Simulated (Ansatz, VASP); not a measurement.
**Mg: VASP beside Ansatz**

```
Mg
1.0
     3.19252    0.00000    0.00000
    -1.59626    2.76480    0.00000
     0.00000    0.00000   10.22576
Mg
4
Direct
  0.00000 0.00000 0.00000
  0.33333 0.66667 0.25000
  0.00000 0.00000 0.50000
  0.66667 0.33333 0.75000
```

Alike in both runs: functional PBEsol; k mesh 12 × 12 × 4; occupations gaussian, width 0.1 eV; no spin polarisation.

Ansatz relaxed the structure, and its values are those at the end. VASP's run is a single point on that final structure, the one shown.

|  | VASP | Ansatz |
| --- | --- | --- |
| version | VASP 6.6.1 | Ansatz 0.2.0 |
| potentials or method | VASP PAW PBE potentials, release 64 (Mg), cutoff 520 eV | scalar-relativistic, plane waves, PAW |
| valence electrons in the cell | 8 | 40 |

|  | VASP | Ansatz | Ansatz less VASP |
| --- | --- | --- | --- |
| gap on the k mesh at the Fermi level (eV) | none | none | - |
| pressure (GPa) | 0.0 | 0.0 | +0.05 |

VASP's potentials were made for PBE, not for PBEsol. A gap of «none» marks a metal or a gap that the smearing closes. VASP's potentials hold 8 valence electrons a cell and Ansatz's 40, so a difference there can come from the potentials and not from the codes.
